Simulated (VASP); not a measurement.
# Si3H2C3 in VASP: single point with PBEsol

Aim: the single point of Si3H2C3 with PBEsol.

All numbers are computed with VASP 6.6.1; they aren't measurements. Logs are shortened: lines on timing, memory, paths and dates and some standing lists are left out, and cuts for length are marked.

### 1 The cell of the first run

The cell holds a slab with vacuum, 8 atoms: a = 3.081 Å, b = 3.081 Å, c = 21.160 Å, α = 90.00°, β = 90.00°, γ = 120.00°.

### 2 Single point, PBEsol

Input file INCAR:

```
SYSTEM = Si3H2C3
PREC = Accurate
ENCUT = 520
EDIFF = 1E-6
ISMEAR = -1
SIGMA = 0.05
LREAL = .False.
LASPH = .True.
NELM = 120
ALGO = Normal
ISIF = 2
LWAVE = .False.
LCHARG = .False.
GGA = PS
NBANDS = 23
GGA_COMPAT = .False.
NELMDL = -8
ISYM = -1
```

Input file KPOINTS:

```
explicit points
1
Reciprocal
  0.50000000   0.50000000   0.50000000 1
```

Input file POSCAR:

```
Si3H2C3
1.0
    2.1784270000     -2.1784270000      0.0000000000
    0.0000000000      2.1784270000     -2.1784270000
   12.2165690000     12.2165690000     12.2165690000
Si C H
3 3 2
Direct
    0.0084070000      0.0018000000      0.6321410000
    0.3497950000      0.6559100000      0.3956210000
    0.6463430000      0.3188270000      0.5134920000
    0.0033880000      0.0118120000      0.3665580000
    0.3488800000      0.6686310000      0.4866310000
    0.6405540000      0.3233780000      0.6036390000
    0.0256670000      0.0166950000      0.7038150000
    0.0075650000      0.0047030000      0.3134400000
```

Potentials or basis: VASP PAW PBE potentials, release 64 (Si, C, H).

Started as:

```bash
> cat potpaw_PBE.64/Si/POTCAR potpaw_PBE.64/C/POTCAR potpaw_PBE.64/H/POTCAR > POTCAR
> mpirun -np 1 vasp_std > vasp.out
```

OUTCAR:

```text
SYSTEM = Si3H2C3
   PREC = Accurate
   ENCUT = 520
   EDIFF = 1E-6
   ISMEAR = -1
   LREAL = .False.
   LASPH = .True.
   NELM = 120
   ISIF = 2
   GGA = PS
   NELMDL = -8
   ISYM = -1

 ion  position               nearest neighbor table
   1  0.008  0.002  0.632-   7 1.52   6 1.79   6 1.91   6 1.94   3 3.03   3 3.10   3 3.10
   2  0.350  0.656  0.396-   4 1.83   4 1.85   5 1.93   4 1.97   3 3.01   3 3.06   3 3.12
   3  0.646  0.319  0.513-   5 1.82   5 1.83   6 1.91   5 1.96   2 3.01   1 3.03   2 3.06   1 3.10
                             1 3.10   2 3.12
   4  0.003  0.012  0.367-   8 1.12   2 1.83   2 1.85   2 1.97
   5  0.349  0.669  0.487-   3 1.82   3 1.83   2 1.93   3 1.96
   6  0.641  0.323  0.604-   1 1.79   3 1.91   1 1.91   1 1.94
   7  0.026  0.017  0.704-   1 1.52
   8  0.008  0.005  0.313-   4 1.12

IMPORTANT INFORMATION: All symmetrisations will be switched off!
NOSYMM: (Re-)initialisation of all symmetry stuff for point group C_1.

----------------------------------------------------------------------------------------

                                     Primitive cell

  volume of cell :     173.9228

  direct lattice vectors                    reciprocal lattice vectors
     2.178427000 -2.178427000  0.000000000     0.306031217 -0.153015609 -0.153015609
     0.000000000  2.178427000 -2.178427000     0.153015609  0.153015609 -0.306031217
    12.216569000 12.216569000 12.216569000     0.027285348  0.027285348  0.027285348

  length of vectors
     3.080761008  3.080761008 21.159718202     0.374810164  0.374810164  0.047259609

  position of ions in fractional coordinates (direct lattice)
     0.008407000  0.001800000  0.632141000
     0.349795000  0.655910000  0.395621000
     0.646343000  0.318827000  0.513492000
     0.003388000  0.011812000  0.366558000
     0.348880000  0.668631000  0.486631000
     0.640554000  0.323378000  0.603639000
     0.025667000  0.016695000  0.703815000
     0.007565000  0.004703000  0.313440000

  ion indices of the primitive-cell ions
   primitive index   ion index
                 1           1
                 2           2
                 3           3
                 4           4
                 5           5
                 6           6
                 7           7
                 8           8

----------------------------------------------------------------------------------------

 KPOINTS: explicit points

Read explicit list of k-points.

 Found      1 k-points:

 Following reciprocal coordinates:
            Coordinates               Weight
  0.500000  0.500000  0.500000      1.000000
   k-points           NKPTS =      1   k-points in BZ     NKDIM =      1   number of bands    NBANDS=     23
   number of dos      NEDOS =    301   number of ions     NIONS =      8
   total plane-waves  NPLWV =  92160
   dimension x,y,z NGX =    24 NGY =   24 NGZ =  160
   dimension x,y,z NGXF=    48 NGYF=   48 NGZF=  320
   ions per type =               3   3   2
   NGX,Y,Z   is equivalent  to a cutoff of  12.95, 12.95, 12.57 a.u.
   NGXF,Y,Z  is equivalent  to a cutoff of  25.90, 25.90, 25.14 a.u.
 SYSTEM =  Si3H2C3
   PREC   = accura    normal or accurate (medium, high low for compatibility)
   ISTART =      0    job   : 0-new  1-cont  2-samecut
   ICHARG =      2    charge: 1-file 2-atom 10-const
   ISPIN  =      1    spin polarized calculation?
   LNONCOLLINEAR =      F non collinear calculations
   LSORBIT =      F    spin-orbit coupling
   LASPH  =      T    aspherical Exc in radial PAW
   ENCUT  =  520.0 eV  38.22 Ry    6.18 a.u.   5.73  5.73 39.34*2*pi/ulx,y,z
   NELM   =    120;   NELMIN=  2; NELMDL= -8     # of ELM steps
   EDIFF  = 0.1E-05   stopping-criterion for ELM
   LREAL  =      F    real-space projection
   EDIFFG = 0.1E-04   stopping-criterion for IOM
   NSW    =      0    number of steps for IOM
   IBRION =     -1    ionic relax: 0-MD 1-quasi-New 2-CG
   NFREE  =      0    steps in history (QN), initial steepest desc. (CG)
   ISIF   =      2    stress and relaxation
   ISYM   =     -1    0-nonsym 1-usesym 2-fastsym
   POTIM  = 0.5000    time-step for ionic-motion
   TEBEG  =    0.0;   TEEND  =   0.0 temperature during run
   PSTRESS=    0.0 pullay stress
   NELECT =      26.0000    total number of electrons
   NUPDOWN=      -1.0000    fix difference up-down
   EMIN   =  10.00;   EMAX   =-10.00  energy-range for DOS
   EFERMI =   0.00;   METHOD = LEGACY
   ISMEAR =    -1;   SIGMA  =   0.05  broadening in eV -4-tet -1-fermi 0-gaus
   EFERMI_NEDOS =   21; number of points for ismear=-14 and -15
   IALGO  =     38    algorithm
   IMIX   =      4    mixing-type and parameters
     AMIX     =   0.40;   BMIX     =  1.00
     AMIX_MAG =   1.60;   BMIX_MAG =  1.00
  volume/ion in A,a.u.               =      21.74       146.71
  Fermi-wavevector in a.u.,A,eV,Ry     =   0.868855  1.641897 10.271151  0.754908
  Thomas-Fermi vector in A             =   1.987593
   LORBIT       =      0    0 simple, 1 ext, 2 COOP (PROOUT), +10 PAW based schemes
   GGA     = PS    functional components
   LHFCALC =     F    Hartree Fock is set to
   AEXX    =    0.0000 exact exchange contribution
   IVDW    =     0    specifies the selected vdW correction
   LEPSILON=     F    determine dielectric tensor
   LRPA    =     F    only Hartree local field effects (RPA)
 non-spin polarized calculation
  energy-cutoff  :      520.00
  volume of cell :      173.92
 maximum number of plane-waves:      4728
 NGX is ok and might be reduce to    24
   NGX = 11   NGY = 11   NGZ = 79

 number of electron      26.0000000 magnetization

 Free energy of the ion-electron system (eV)
  ---------------------------------------------------
  ext. energy  EPLUGINS =         0.00000000
  ---------------------------------------------------
  free energy    TOTEN  =       -56.93582881 eV

  energy without entropy =      -56.93582881  energy(sigma->0) =      -56.93582881

 E-fermi :   0.0356     XC(G=0):  -5.1157

 val. band max:       -1.2264331892   @ k =   0.5000   0.5000   0.5000
 cond. band min:       2.2338736727   @ k =   0.5000   0.5000   0.5000
 fundamental gap:      3.4603068619
 Fermi energy:         0.0356377326

 k-point     1 :       0.5000    0.5000    0.5000
  band No.  band energies     occupation
      1     -11.5683      2.00000
      2     -11.1350      2.00000
      3     -10.6024      2.00000
      4      -7.9363      2.00000
      5      -7.4168      2.00000
      6      -6.7788      2.00000
[... 15 lines left out ...]
     22       8.4950      0.00000
     23       9.2025      0.00000

------------------------ aborting loop because EDIFF is reached ----------------------------------------

  FORCE on cell =-STRESS in cart. coord.  units (eV):
  Direction    XX          YY          ZZ          XY          YZ          ZX
  --------------------------------------------------------------------------------------
  -------------------------------------------------------------------------------------
  Total       -3.3481463      7.4455142     -2.1974950     -3.7728709     -3.7625937     -5.6187418
  in kB      -30.8431322     68.5880962    -20.2433301    -34.7556964    -34.6610234    -51.7598642
  external PRESSURE =       5.8338780 kB  Pullay stress =       0.0000000 kB

 VOLUME and BASIS-vectors are now :
 -----------------------------------------------------------------------------
  energy-cutoff  :      520.00
  volume of cell :      173.92
      direct lattice vectors                 reciprocal lattice vectors
     2.178427000 -2.178427000  0.000000000     0.306031217 -0.153015609 -0.153015609
     0.000000000  2.178427000 -2.178427000     0.153015609  0.153015609 -0.306031217
    12.216569000 12.216569000 12.216569000     0.027285348  0.027285348  0.027285348

 POSITION                                       TOTAL-FORCE (eV/Angst)
 -----------------------------------------------------------------------------------
      7.74091      7.70820      7.71867        -1.195935      0.459876      1.953167
      5.59513      5.49998      3.40428         0.768737      0.109639      0.043285
      7.68112      5.55964      5.57857         3.272242     -0.799799      0.318755
      4.48546      4.49643      4.45235        -0.518956     -0.126654      0.146394
      6.70497      6.64152      4.48840        -3.351056      0.320335     -0.439363
      8.76980      6.68345      6.66994         1.240110     -0.374922     -1.938762
      8.65412      8.57866      8.56184        -1.113483      0.162868     -0.956188
      3.84564      3.82293      3.81892         0.898341      0.248657      0.872712
 -----------------------------------------------------------------------------------
    total drift:                                0.000126      0.000273      0.000293

  FREE ENERGIE OF THE ION-ELECTRON SYSTEM (eV)
  ---------------------------------------------------
  free  energy   TOTEN  =       -56.9358288055 eV

  energy  without entropy=      -56.9358288054  energy(sigma->0) =      -56.93582881
```

OSZICAR:

```text
N       E                     dE             d eps       ncg     rms          rms(c)
DAV:   1     0.121037059166E+03    0.12104E+03   -0.11612E+04    46   0.962E+02
DAV:   2    -0.467118470289E+02   -0.16775E+03   -0.16306E+03    68   0.179E+02
DAV:   3    -0.627026832901E+02   -0.15991E+02   -0.15840E+02    60   0.584E+01
[... 19 lines left out ...]
DAV:  23    -0.569358096513E+02   -0.84700E-05   -0.23611E-07    60   0.255E-03    0.829E-04
DAV:  24    -0.569358238895E+02   -0.14238E-04   -0.47211E-07    52   0.235E-03    0.348E-04
DAV:  25    -0.569358273671E+02   -0.34776E-05   -0.11169E-07    45   0.106E-03    0.206E-04
DAV:  26    -0.569358283906E+02   -0.10235E-05   -0.11891E-08    45   0.460E-04    0.855E-05
DAV:  27    -0.569358288055E+02   -0.41482E-06   -0.31994E-09    44   0.240E-04
   1 F= -.56935829E+02 E0= -.56935829E+02  d E =-.357607E-10
```

It took 23 s on 1 thread of Intel Xeon Platinum 8259CL at 2.50GHz (Skylake/Cascade Lake), shared host; peak memory 0.26 GiB.

Results:

```
Free energy   : -56.9358 eV
Largest force : 3.395 eV/Å
```

Forces on the atoms (eV/Å):
```
Si  -1.196  0.460  1.953
Si   0.769  0.110  0.043
Si   3.272 -0.800  0.319
C   -0.519 -0.127  0.146
C   -3.351  0.320 -0.439
C    1.240 -0.375 -1.939
H   -1.113  0.163 -0.956
H    0.898  0.249  0.873
```

Levels at points of the mesh, in eV from the Fermi level:
```csv
k point,band 10,band 11,band 12,band 13,band 14,band 15,band 16,band 17
"(0.50, 0.50, 0.50)",-2.77,-2.09,-1.33,-1.26,2.20,3.78,4.84,5.50
```

Caveat: the PAW data sets were made with another functional, which shifts forces and pressure a little.
